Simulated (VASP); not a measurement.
# SnO2 in VASP: notebook, part 2 of 2

VASP 6.6.1.

## 4. Relaxation of shape and atoms at fixed volume, LDA (10.44 Å³/atom)

This run uses another cell than the first one, of 10.44 Å³/atom.

The input, INCAR:

```
PREC     = Accurate       # precision mode
ENCUT    = 600            # plane-wave cutoff, eV
EDIFF    = 1E-6           # SCF threshold, eV
ISMEAR   = 0              # smearing method
SIGMA    = 0.02           # smearing width, eV
LREAL    = F              # projectors in reciprocal space
LASPH    = T              # aspherical terms in the spheres
NELM     = 60             # most SCF steps
ALGO     = Normal         # electronic algorithm
ISIF     = 4              # what is computed and relaxed
LWAVE    = F              # write WAVECAR
LCHARG   = F              # write CHGCAR
GGA      = CA             # functional
IBRION   = 2              # ionic algorithm
NSW      = 50             # ionic steps
EDIFFG   = -0.01          # ionic threshold
KPAR     = 4
```

The input, KPOINTS:

```
Automatic mesh
0
Gamma
  6 6 6
```

The input, POSCAR:

```
SnO2
1.0
   -3.0993368505      3.1781644313      3.1781663926
    3.0993368505     -3.1781644313      3.1781663926
    3.0993368505      3.1781644313     -3.1781663926
Sn O
4 8
Direct
    0.9999891363      0.2499891363      0.7500000000
    0.0000108637      0.7500108637      0.2500000000
    0.5000000000      0.5000000000      0.5000000000
    0.5000000000      0.0000000000      0.0000000000
    0.1946883462      0.1946969838      0.5000086376
    0.6947003883      0.7500121472      0.9446882411
    0.1946883462      0.6946797085      0.9999913624
    0.3053239061      0.7500121472      0.5553117589
    0.6946760939      0.2499878528      0.4446882411
    0.3052996117      0.2499878528      0.0553117589
    0.8053116538      0.3053202915      0.0000086376
    0.8053116538      0.8053030162      0.4999913624
```

On the command line:

```sh
$ cat potpaw_LDA.64/Sn_d/POTCAR potpaw_LDA.64/O/POTCAR > POTCAR
$ mpirun -np 4 vasp_std > vasp.out
```

It took 14 min on 4 MPI ranks of Intel Xeon Platinum 8259CL at 2.50GHz (Skylake/Cascade Lake), shared host; peak memory 0.47 GiB.

Results (log left out):

```
Free energy                  : -82.7380 eV
Energy gained by relaxing    : 0.6 meV/atom
Ionic steps                  : 5
Pressure after relaxing      : 37.1 GPa
Largest force after relaxing : 0.005 eV/Å
Band gap on the k mesh       : 2.74 eV
```

Forces in eV/Å, atoms in the order of the input:
```
Sn   0.000  0.000  0.000
Sn   0.000  0.000  0.000
Sn   0.000  0.000  0.000
Sn   0.000  0.000  0.000
O    0.000  0.000 -0.005
O    0.000 -0.005  0.000
O    0.000  0.000 -0.005
O    0.000  0.005  0.000
O    0.000 -0.005  0.000
O    0.000  0.005  0.000
O    0.000  0.000  0.005
O    0.000  0.000  0.005
```

Step by step:
```csv
step,energy change (eV),largest force (eV/Å),pressure (GPa),volume (Å³)
1,0.0000,0.1041,37.53,125.22
2,-0.0027,0.2002,37.01,125.22
3,-0.0054,0.0738,37.20,125.22
4,-0.0069,0.0178,37.13,125.22
5,-0.0070,0.0048,37.10,125.22
```

Final structure:
```cif
data_structure
_symmetry_space_group_name_H-M 'P 1'
_symmetry_Int_Tables_number 1
_cell_length_a 5.4592
_cell_length_b 5.4592
_cell_length_c 5.4592
_cell_angle_alpha 110.333
_cell_angle_beta 109.042
_cell_angle_gamma 109.042
_cell_volume 125.22
loop_
_atom_site_label
_atom_site_type_symbol
_atom_site_fract_x
_atom_site_fract_y
_atom_site_fract_z
_atom_site_occupancy
Sn1 Sn 0.99999 0.24999 0.75000 1
Sn2 Sn 0.00001 0.75001 0.25000 1
Sn3 Sn 0.50000 0.50000 0.50000 1
Sn4 Sn 0.50000 0.00000 0.00000 1
O1 O 0.19465 0.19466 0.50001 1
O2 O 0.69466 0.75001 0.94465 1
O3 O 0.19465 0.69464 0.99999 1
O4 O 0.30536 0.75001 0.55535 1
O5 O 0.69464 0.24999 0.44465 1
O6 O 0.30534 0.24999 0.05535 1
O7 O 0.80535 0.30536 0.00001 1
O8 O 0.80535 0.80534 0.49999 1
```

Levels at points of the mesh, in eV from the valence-band top:
```
           k point  band 50  band 51  band 52  band 53  band 54  band 55
(0.00, 0.00, 0.00)    -0.88    -0.88     0.00     2.74     6.17     6.17
(0.50, 0.00, 0.00)    -0.67    -0.44    -0.44     5.81     5.81     7.40
(0.00, 0.50, 0.00)    -0.85    -0.58    -0.58     6.01     6.01     7.58
(0.50, 0.50, 0.00)    -0.85    -0.58    -0.58     6.01     6.01     7.58
(0.50, 0.50, 0.50)    -1.34    -0.96    -0.96     6.20     6.20     7.67
```

Caveat: spin-orbit coupling is left out, which moves the levels of the heavy elements.

## 5. Single point, LDA (shear of c along a, cell held: +1.0 %, then relaxed in part)

The input, INCAR:

```
PREC = Accurate ; ENCUT = 520
EDIFF = 1E-6 ; ISMEAR = 0
SIGMA = 0.02 ; LREAL = False
LASPH = True ; NELM = 80
ALGO = Normal ; ISIF = 2
LWAVE = False ; LCHARG = False
GGA = CA ; NBANDS = 64
KPAR = 4
```

The input, KPOINTS:

```
regular mesh
0
Gamma
  6 6 6
```

The input, POSCAR:

```
SnO2
1.0
   -3.1904240030      3.3392222528      3.3392226050
    3.1904240030     -3.3392222528      3.3392226050
    3.1645966867      3.3662541298     -3.3121907251
Sn O
4 8
Direct
    0.9999851733      0.2499851263      0.7499999686
    0.0000148267      0.7500148737      0.2500000314
    0.5000000000      0.5000000000      0.5000000000
    0.5000000000      0.0000000000      0.0000000000
    0.1937190680      0.1936209396      0.4992559875
    0.6938288444      0.7496542571      0.9440980782
    0.1937191340      0.6936005303      0.9992356188
    0.3061948790      0.7503693829      0.5559019148
    0.6938051210      0.2496306171      0.4440980852
    0.3061711556      0.2503457429      0.0559019218
    0.8062808660      0.3063994697      0.0007643812
    0.8062809320      0.8063790604      0.5007440125
```

Potentials or basis: VASP PAW LDA potentials, release 64 (Sn_d, O).

On the command line:

```sh
$ cat potpaw_LDA.64/Sn_d/POTCAR potpaw_LDA.64/O/POTCAR > POTCAR
$ mpirun -np 4 vasp_std > vasp.out
```

OUTCAR:

```text
PREC = Accurate
   ENCUT = 520
   EDIFF = 1E-6
   ISMEAR = 0
   LREAL = False
   LASPH = True
   NELM = 80
   ISIF = 2
   GGA = CA

 ion  position               nearest neighbor table
   1  1.000  0.250  0.750-  11 2.05   5 2.05  10 2.05   9 2.05  12 2.05   7 2.05   2 3.18   2 3.18
                             4 3.69   3 3.69   3 3.70   4 3.70   3 3.71   4 3.71   4 3.71   3 3.71
   2  0.000  0.750  0.250-   7 2.05  12 2.05   6 2.05   8 2.05   5 2.05  11 2.05   1 3.18   1 3.18
                             4 3.69   3 3.69   3 3.70   4 3.70   3 3.71   4 3.71   4 3.71   3 3.71
   3  0.500  0.500  0.500-   5 2.04  12 2.04   9 2.05   8 2.05  10 2.05   6 2.05   4 3.18   4 3.18
                             2 3.69   1 3.69   1 3.70   2 3.70   1 3.71   2 3.71   2 3.71   1 3.71
   4  0.500  0.000  0.000-   7 2.04  11 2.04  10 2.05   6 2.05   8 2.05   9 2.05   3 3.18   3 3.18
                             1 3.69   2 3.69   2 3.70   1 3.70   1 3.71   2 3.71   2 3.71   1 3.71
   5  0.194  0.194  0.499-   3 2.04   1 2.05   2 2.05
   6  0.694  0.750  0.944-   2 2.05   4 2.05   3 2.05
   7  0.194  0.694  0.999-   4 2.04   2 2.05   1 2.05
   8  0.306  0.750  0.556-   2 2.05   3 2.05   4 2.05
   9  0.694  0.250  0.444-   1 2.05   3 2.05   4 2.05
  10  0.306  0.250  0.056-   1 2.05   4 2.05   3 2.05
  11  0.806  0.306  0.001-   4 2.04   1 2.05   2 2.05
  12  0.806  0.806  0.501-   3 2.04   2 2.05   1 2.05

  LATTYP: Found a triclinic cell.
 ALAT       =     5.6990892411
 B/A-ratio  =     1.6572577776
 C/A-ratio  =     1.8706084313
 COS(alpha) =     0.0006198978
 COS(beta)  =     0.4998896312
 COS(gamma) =     0.8301399467

  Lattice vectors:

 A1 = (  -3.1904240030,   3.3392222528,  -3.3392226050)
 A2 = (  -0.0258273163,   6.7054763826,  -6.6514133301)
 A3 = (  -9.5196173764,  -3.3932860068,  -3.3932863648)

Analysis of symmetry for initial positions (statically):
[... 173 lines left out ...]
   IVDW    =     0    specifies the selected vdW correction
   LEPSILON=     F    determine dielectric tensor
   LRPA    =     F    only Hartree local field effects (RPA)
 non-spin polarized calculation
 Gauss-broadening in eV      SIGMA  =   0.02
  energy-cutoff  :      520.00
  volume of cell :      142.30
 maximum number of plane-waves:      3875
   NGX = 21   NGY = 21   NGZ = 21

 number of electron     104.0000009 magnetization

 Free energy of the ion-electron system (eV)
  ---------------------------------------------------
  ext. energy  EPLUGINS =         0.00000000
  ---------------------------------------------------
  free energy    TOTEN  =       -84.55369421 eV

  energy without entropy =      -84.55369421  energy(sigma->0) =      -84.55369421

 E-fermi :   6.0349     XC(G=0): -11.8288

 val. band max:        5.9335663512   @ k =   0.0000   0.0000   0.0000
 cond. band min:       7.1450191868   @ k =   0.0000   0.0000   0.0000
 fundamental gap:      1.2114528356
 Fermi energy:         6.0349074709

 k-point     1 :       0.0000    0.0000    0.0000
  band No.  band energies     occupation
      1     -15.0908      2.00000
      2     -14.8509      2.00000
      3     -14.8169      2.00000
      4     -14.3563      2.00000
      5     -14.3450      2.00000
      6     -14.3192      2.00000
[... 1597 lines left out ...]
     63      16.5282      0.00000
     64      16.6287      0.00000

 [... further k-points ...]

------------------------ aborting loop because EDIFF is reached ----------------------------------------

  FORCE on cell =-STRESS in cart. coord.  units (eV):
  Direction    XX          YY          ZZ          XY          YZ          ZX
  --------------------------------------------------------------------------------------
  -------------------------------------------------------------------------------------
  Total        2.2107357     -0.1622020      1.3264039     -0.0237439     -0.1371623     -0.3515972
  in kB       24.8913422     -1.8262812     14.9343824     -0.2673402     -1.5443516     -3.9587396
  external PRESSURE =      12.6664811 kB  Pullay stress =       0.0000000 kB

 VOLUME and BASIS-vectors are now :
 -----------------------------------------------------------------------------
  energy-cutoff  :      520.00
  volume of cell :      142.30
      direct lattice vectors                 reciprocal lattice vectors
    -3.190424003  3.339222253  3.339222605    -0.001268681  0.148523318  0.149735450
     3.190424003 -3.339222253  3.339222605     0.156718981 -0.000000000  0.149735450
     3.164596687  3.366254130 -3.312190725     0.156718981  0.149735466  0.000000000

 POSITION                                       TOTAL-FORCE (eV/Angst)
 -----------------------------------------------------------------------------------
     -0.01937      5.02911      1.68979         0.000023      0.000002      0.000371
      3.18397     -1.66285      1.67647        -0.000023     -0.000002     -0.000371
      1.58230      1.68313      1.68313         0.000000      0.000000     -0.000000
     -1.59521      1.66961      1.66961         0.000000      0.000000     -0.000000
      1.57963      1.68095     -0.36022        -0.000094     -0.001454      0.019362
      3.16580      2.99166      1.69308        -0.000116      0.024609     -0.001435
      4.75701      1.69447     -0.34670         0.000111     -0.001452      0.019374
      3.17631      0.38811      1.68685         0.000120     -0.024616      0.001422
     -0.01171      2.97814      1.67940        -0.000120      0.024616     -0.001422
     -0.00120      0.37459      1.67318         0.000116     -0.024609      0.001435
     -1.59241      1.67179      3.71296        -0.000111      0.001452     -0.019374
      1.58497      1.68530      3.72647         0.000094      0.001454     -0.019362
 -----------------------------------------------------------------------------------
    total drift:                                0.000000     -0.000000      0.000000

  FREE ENERGIE OF THE ION-ELECTRON SYSTEM (eV)
  ---------------------------------------------------
  free  energy   TOTEN  =       -84.5536942117 eV

  energy  without entropy=      -84.5536942117  energy(sigma->0) =      -84.55369421
```

Wall time 4.6 min (4 MPI ranks of Intel Xeon Platinum 8259CL at 2.50GHz (Skylake/Cascade Lake), shared host); peak memory 0.72 GiB.

Results:

- Free energy: -84.5537 eV
- Pressure: 1.3 GPa
- Largest force: 0.025 eV/Å
- Band gap on the k mesh: 1.21 eV

Forces on the atoms (eV/Å):
```
Sn   0.000  0.000  0.000
Sn   0.000  0.000  0.000
Sn   0.000  0.000  0.000
Sn   0.000  0.000  0.000
O    0.000 -0.001  0.019
O    0.000  0.025 -0.001
O    0.000 -0.001  0.019
O    0.000 -0.025  0.001
O    0.000  0.025 -0.001
O    0.000 -0.025  0.001
O    0.000  0.001 -0.019
O    0.000  0.001 -0.019
```

Stress tensor (GPa, compression positive):
```
 2.49 -0.03 -0.40
-0.03 -0.18 -0.15
-0.40 -0.15  1.49
```

Caveat: the cell differs from its parent crystal (shear of c along a, cell held: +1.0 %, then relaxed in part); spin-orbit coupling is left out, which moves the levels of the heavy elements.

## 6. Single point, LDA

The input, INCAR:

```
SYSTEM = SnO2
PREC = Accurate
ENCUT = 520
EDIFF = 1E-7
ISMEAR = 0
SIGMA = 0.05
LREAL = .FALSE.
LASPH = .TRUE.
NELM = 100
ALGO = Normal
ISIF = 2
LWAVE = .FALSE.
LCHARG = .FALSE.
GGA = CA
NBANDS = 64
```

The input, KPOINTS:

```
regular mesh
0
G
  6 6 6
  0 0 0
```

The input, POSCAR:

```
SnO2
1.0
   -3.1904240003      3.3392222663      3.3392226096
    3.1904240003     -3.3392222663      3.3392226096
    3.1904240003      3.3392222663     -3.3392226096
Sn O
4 8
Direct
    0.9999415050      0.2499415050      0.7500000000
    0.0000584950      0.7500584950      0.2500000000
    0.5000000000      0.5000000000      0.5000000000
    0.5000000000      0.0000000000      0.0000000000
    0.1939319175      0.1939750956      0.5000431781
    0.6939902412      0.7500585494      0.9439316918
    0.1939319175      0.6938887395      0.9999568219
    0.3061268576      0.7500585494      0.5560683082
    0.6938731424      0.2499414506      0.4439316918
    0.3060097588      0.2499414506      0.0560683082
    0.8060680825      0.3061112605      0.0000431781
    0.8060680825      0.8060249044      0.4999568219
```

Potentials or basis: VASP PAW LDA potentials, release 64 (Sn_d, O).

On the command line:

```sh
$ cat potpaw_LDA.64/Sn_d/POTCAR potpaw_LDA.64/O/POTCAR > POTCAR
$ mpirun -np 1 vasp_std > vasp.out
```

It took 14 min on 1 thread of Intel Xeon 8259CL, shared host; peak memory 0.41 GiB.

It converged, with:

```yaml
Free_energy: -84.5601 eV
Pressure: 1.1 GPa
Largest_force: 0.021 eV/Å
Band_gap_on_the_k_mesh: 1.20 eV
```

Forces on the atoms (eV/Å):
```
Sn   0.000  0.000  0.001
Sn   0.000  0.000 -0.001
Sn   0.000  0.000  0.000
Sn   0.000  0.000  0.000
O    0.000  0.000  0.021
O    0.000  0.021  0.000
O    0.000  0.000  0.021
O    0.000 -0.021  0.000
O    0.000  0.021  0.000
O    0.000 -0.021  0.000
O    0.000  0.000 -0.021
O    0.000  0.000 -0.021
```

Stress tensor (GPa, compression positive):
```
1.38 0.00 0.00
0.00 0.92 0.00
0.00 0.00 0.92
```

Levels at points of the mesh, in eV from the valence-band top:
| k point | band 49 | band 50 | band 51 | band 52 | band 53 | band 54 | band 55 | band 56 |
| --- | --- | --- | --- | --- | --- | --- | --- | --- |
| (0.00, 0.00, 0.00) | -0.85 | -0.81 | -0.81 | 0.00 | 1.20 | 4.73 | 4.73 | 5.96 |
| (0.50, 0.00, 0.00) | -0.72 | -0.72 | -0.65 | -0.65 | 4.36 | 4.36 | 6.36 | 6.36 |
| (0.00, 0.50, 0.00) | -0.87 | -0.87 | -0.53 | -0.53 | 4.50 | 4.50 | 6.08 | 6.08 |
| (0.50, 0.50, 0.00) | -0.87 | -0.87 | -0.53 | -0.53 | 4.50 | 4.50 | 6.08 | 6.08 |
| (0.50, 0.50, 0.50) | -1.29 | -1.29 | -0.92 | -0.92 | 4.74 | 4.74 | 6.07 | 6.07 |

Caveat: spin-orbit coupling is left out, which moves the levels of the heavy elements.

## 7. The runs side by side

```tsv
task	cell	cutoff (eV)	smearing	gap on the mesh (eV)	pressure (GPa)	largest force (eV/Å)
single point	a = 5.699, b = 5.699, c = 5.671 Å, angles 112.3, 107.4, 108.3°, 12 atoms, atomic positions A	520	gaussian 0.02 eV	1.23	1.5	0.03
single point	a = 5.672 Å, angles 111.7, 108.3, 108.3°, 12 atoms, atomic positions B	520	gaussian 0.02 eV	1.35	4.1	0.02
relaxation of shape and atoms at fixed volume	relaxed from a = 5.460 Å, angles 110.8, 108.8, 108.8°, 12 atoms, atomic positions C	600	gaussian 0.02 eV	2.74	37.1	-
single point	a = 5.699, b = 5.699, c = 5.685 Å, angles 112.1, 107.8, 108.3°, 12 atoms, atomic positions D	520	gaussian 0.02 eV	1.21	1.3	0.02
single point	a = 5.699 Å, angles 111.9, 108.3, 108.3°, 12 atoms, atomic positions E	520	gaussian 0.05 eV	1.20	1.1	0.02
```

Alike in all rows: level LDA; potentials or basis VASP PAW LDA potentials, release 64 (Sn_d, O); no spin polarisation; k mesh 6 × 6 × 6.

Caveats: spin-orbit coupling is left out, which moves the levels of the heavy elements; the cell stands under pressure (at least some runs).

Total energies depend on the potentials used, so only differences within one code and one set of settings carry meaning.
